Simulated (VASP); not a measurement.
# SnO2 in VASP: further runs

SnO2 is run at these levels: LDA; tasks: single point.

All numbers are computed with VASP 6.6.1; they aren't measurements. Logs are shortened: lines on timing, memory, paths and dates and some standing lists are left out, and cuts for length are marked.

## 1. The cell of the first run

It takes space group P-42_1m (No. 113, tetragonal). The conventional cell has a = 4.721 Å, b = 4.721 Å, c = 3.189 Å, α = 90.00°, β = 90.00°, γ = 90.00°. Sn (site symmetry 2mm) has 6 O at 2.04 to 2.07 Å within 2.7 Å. O (site symmetry m) has 3 Sn at 2.04 to 2.07 Å and 1 O at 2.59 Å within 2.7 Å.

## 2. Single point, LDA (mode 4 frozen in at +0.000 Å and mode 5 at -0.042 Å (largest displacements))

The input, INCAR:

```
SYSTEM = SnO2
PREC = Accurate
ENCUT = 520
EDIFF = 1E-6
ISMEAR = 0
SIGMA = 0.05
LREAL = .FALSE.
LASPH = .TRUE.
NELM = 100
ALGO = Normal
ISIF = 2
LWAVE = .FALSE.
LCHARG = .FALSE.
GGA = CA
NBANDS = 35
```

The input, KPOINTS:

```
Automatic mesh
0
G
  6 6 8
  0 0 0
```

The input, POSCAR:

```
SnO2
1.0
    4.7207174017      0.0000000000      0.0000000000
    0.0000000000      4.7207174017      0.0000000000
    0.0000000000      0.0000000000      3.1887553105
Sn O
2 4
Direct
    0.0000000000      0.0000000000     -0.0131712834
    0.5000000000      0.5000000000      0.5131712834
    0.3061065496      0.3061065496      0.0076632694
    0.1938934504      0.8061065496      0.4923367306
    0.6938934504      0.6938934504      0.0076632694
    0.8061065496      0.1938934504      0.4923367306
```

Potentials or basis: VASP PAW LDA potentials, release 64 (Sn_d, O).

Command:

```
$ cat potpaw_LDA.64/Sn_d/POTCAR potpaw_LDA.64/O/POTCAR > POTCAR
$ mpirun -np 1 vasp_std > vasp.out
```

OUTCAR:

```text
SYSTEM = SnO2
   PREC = Accurate
   ENCUT = 520
   EDIFF = 1E-6
   ISMEAR = 0
   LREAL = .FALSE.
   LASPH = .TRUE.
   NELM = 100
   ISIF = 2
   GGA = CA

 ion  position               nearest neighbor table
   1  0.000  0.000  0.987-   4 2.04   6 2.04   5 2.04   3 2.04   4 2.07   6 2.07   2 3.66   2 3.66
                             2 3.66   2 3.66   2 3.74   2 3.74   2 3.74   2 3.74
   2  0.500  0.500  0.513-   3 2.04   5 2.04   4 2.04   6 2.04   3 2.07   5 2.07   1 3.66   1 3.66
                             1 3.66   1 3.66   1 3.74   1 3.74   1 3.74   1 3.74
   3  0.306  0.306  0.008-   2 2.04   1 2.04   2 2.07
   4  0.194  0.806  0.492-   1 2.04   2 2.04   1 2.07
   5  0.694  0.694  0.008-   2 2.04   1 2.04   2 2.07
   6  0.806  0.194  0.492-   1 2.04   2 2.04   1 2.07

  LATTYP: Found a simple tetragonal cell.
 ALAT       =     4.7207174017
 C/A-ratio  =     0.6754810846

  Lattice vectors:

 A1 = (   4.7207174017,   0.0000000000,   0.0000000000)
 A2 = (   0.0000000000,   4.7207174017,   0.0000000000)
 A3 = (   0.0000000000,   0.0000000000,   3.1887553105)

Analysis of symmetry for initial positions (statically):
=====================================================================
 Subroutine PRICEL returns:
 Original cell was already a primitive cell.

 Routine SETGRP: Setting up the symmetry group for a
 simple tetragonal supercell.

 Subroutine GETGRP returns: Found  8 space group operations
 (whereof  4 operations were pure point group operations)
 out of a pool of 16 trial point group operations.

The static configuration has the point symmetry C_2v.
 The point group associated with its full space group is D_2d.

Analysis of symmetry for dynamics (positions and initial velocities):
=====================================================================
 Subroutine PRICEL returns:
 Original cell was already a primitive cell.

 Routine SETGRP: Setting up the symmetry group for a
 simple tetragonal supercell.

 Subroutine GETGRP returns: Found  8 space group operations
 (whereof  4 operations were pure point group operations)
 out of a pool of 16 trial point group operations.

The dynamic configuration has the point symmetry C_2v.
 The point group associated with its full space group is D_2d.

 Subroutine INISYM returns: Found  8 space group operations
 (whereof  4 operations are pure point group operations),
 and found     1 'primitive' translations

----------------------------------------------------------------------------------------

                                     Primitive cell

  volume of cell :      71.0620
[... 97 lines left out ...]
   EDIFF  = 0.1E-05   stopping-criterion for ELM
   LREAL  =      F    real-space projection
   EDIFFG = 0.1E-04   stopping-criterion for IOM
   NSW    =      0    number of steps for IOM
   IBRION =     -1    ionic relax: 0-MD 1-quasi-New 2-CG
   NFREE  =      0    steps in history (QN), initial steepest desc. (CG)
   ISIF   =      2    stress and relaxation
   ISYM   =      2    0-nonsym 1-usesym 2-fastsym
   POTIM  = 0.5000    time-step for ionic-motion
   TEBEG  =    0.0;   TEEND  =   0.0 temperature during run
   PSTRESS=    0.0 pullay stress
   NELECT =      52.0000    total number of electrons
   NUPDOWN=      -1.0000    fix difference up-down
   EMIN   =  10.00;   EMAX   =-10.00  energy-range for DOS
   EFERMI =   0.00;   METHOD = LEGACY
   ISMEAR =     0;   SIGMA  =   0.05  broadening in eV -4-tet -1-fermi 0-gaus
   EFERMI_NEDOS =   21; number of points for ismear=-14 and -15
   IALGO  =     38    algorithm
   IMIX   =      4    mixing-type and parameters
     AMIX     =   0.40;   BMIX     =  1.00
     AMIX_MAG =   1.60;   BMIX_MAG =  1.00
  volume/ion in A,a.u.               =      11.84        79.92
  Fermi-wavevector in a.u.,A,eV,Ry     =   1.475243  2.787805 29.610927  2.176342
  Thomas-Fermi vector in A             =   2.589916
   LORBIT       =      0    0 simple, 1 ext, 2 COOP (PROOUT), +10 PAW based schemes
   GGA     = CA    functional components
   LHFCALC =     F    Hartree Fock is set to
   AEXX    =    0.0000 exact exchange contribution
   IVDW    =     0    specifies the selected vdW correction
   LEPSILON=     F    determine dielectric tensor
   LRPA    =     F    only Hartree local field effects (RPA)
 non-spin polarized calculation
 Gauss-broadening in eV      SIGMA  =   0.05
  energy-cutoff  :      520.00
  volume of cell :       71.06
 maximum number of plane-waves:      1934
 NGX is ok and might be reduce to    36
   NGX = 17   NGY = 17   NGZ = 11

 number of electron      51.9999988 magnetization

 Free energy of the ion-electron system (eV)
  ---------------------------------------------------
  ext. energy  EPLUGINS =         0.00000000
  ---------------------------------------------------
  free energy    TOTEN  =       -42.26086403 eV

  energy without entropy =      -42.26086403  energy(sigma->0) =      -42.26086403

 E-fermi :   6.1485     XC(G=0): -11.8377

 val. band max:        5.9519610308   @ k =   0.0000   0.0000   0.0000
 cond. band min:       7.1532348593   @ k =   0.0000   0.0000   0.0000
 fundamental gap:      1.2012738285
 Fermi energy:         6.1485250248

 k-point     1 :       0.0000    0.0000    0.0000
  band No.  band energies     occupation
      1     -15.0694      2.00000
      2     -14.2911      2.00000
      3     -14.0124      2.00000
      4     -13.9953      2.00000
      5     -13.9953      2.00000
      6     -13.9126      2.00000
[... 901 lines left out ...]
     34      18.0681      0.00000
     35      18.4107      0.00000

 [... further k-points ...]
[... 5 lines left out ...]
  --------------------------------------------------------------------------------------
  -------------------------------------------------------------------------------------
  Total        0.5321725      0.5321725      0.7678346     -0.0000000      0.0000000      0.0000000
  in kB       11.9984679     11.9984679     17.3117536     -0.0000000      0.0000000      0.0000000
  external PRESSURE =      13.7695631 kB  Pullay stress =       0.0000000 kB

 VOLUME and BASIS-vectors are now :
 -----------------------------------------------------------------------------
  energy-cutoff  :      520.00
  volume of cell :       71.06
      direct lattice vectors                 reciprocal lattice vectors
     4.720717402  0.000000000  0.000000000     0.211832210  0.000000000  0.000000000
     0.000000000  4.720717402  0.000000000     0.000000000  0.211832210  0.000000000
     0.000000000  0.000000000  3.188755310     0.000000000  0.000000000  0.313601987

 POSITION                                       TOTAL-FORCE (eV/Angst)
 -----------------------------------------------------------------------------------
      0.00000      0.00000      3.14676         0.000000      0.000000      0.408685
      2.36036      2.36036      1.63638         0.000000      0.000000     -0.408685
      1.44504      1.44504      0.02444        -0.036129     -0.036129     -0.020775
      0.91532      3.80540      1.56994         0.036129     -0.036129      0.020775
      3.27567      3.27567      0.02444         0.036129      0.036129     -0.020775
      3.80540      0.91532      1.56994        -0.036129      0.036129      0.020775
 -----------------------------------------------------------------------------------
    total drift:                                0.000000      0.000000     -0.000000

  FREE ENERGIE OF THE ION-ELECTRON SYSTEM (eV)
  ---------------------------------------------------
  free  energy   TOTEN  =       -42.2608640321 eV

  energy  without entropy=      -42.2608640321  energy(sigma->0) =      -42.26086403
```

stdout:

```text
POSCAR found type information on POSCAR SnO
 POSCAR found :  2 types and       6 ions
 scaLAPACK will be used
 LDA part: xc-table for (Slater(with rela. corr.)+CA(PZ))
 , standard interpolation
 POSCAR, INCAR and KPOINTS ok, starting setup
 FFT: planning ... GRIDC
 FFT: planning ... GRID_SOFT
 FFT: planning ... GRID
 WAVECAR not read
 entering main loop
```

It took 43 s on 1 thread of Intel Xeon 6975P-C (Granite Rapids), shared host; peak memory 0.21 GiB.

Results:

| Quantity | Value |
| --- | --- |
| Free energy | -42.2609 eV |
| Pressure | 1.4 GPa |
| Largest force | 0.409 eV/Å |
| Band gap on the k mesh | 1.20 eV, direct |

Forces in eV/Å, atoms in the order of the input:
```
Sn   0.000  0.000  0.409
Sn   0.000  0.000 -0.409
O   -0.036 -0.036 -0.021
O    0.036 -0.036  0.021
O    0.036  0.036 -0.021
O   -0.036  0.036  0.021
```

Levels at points of the mesh, in eV from the valence-band top:
```tsv
k point	band 24	band 25	band 26	band 27	band 28	band 29
(0.00, 0.00, 0.00)	-0.80	-0.80	0.00	1.20	5.97	6.08
(0.50, 0.00, 0.00)	-1.24	-0.65	-0.65	4.36	4.36	6.83
(0.50, 0.50, 0.00)	-1.36	-0.92	-0.92	4.75	4.75	7.32
(0.00, 0.00, 0.50)	-1.65	-1.29	-1.29	5.98	6.18	9.47
(0.50, 0.00, 0.50)	-1.14	-0.72	-0.72	6.36	6.36	7.90
(0.50, 0.50, 0.50)	-0.99	-0.85	-0.85	4.74	4.74	8.62
```

Caveat: the cell differs from its parent crystal (mode 4 frozen in at +0.000 Å and mode 5 at -0.042 Å (largest displacements)); spin-orbit coupling is left out, which moves the levels of the heavy elements.

(Continued in part 2 of 2.)
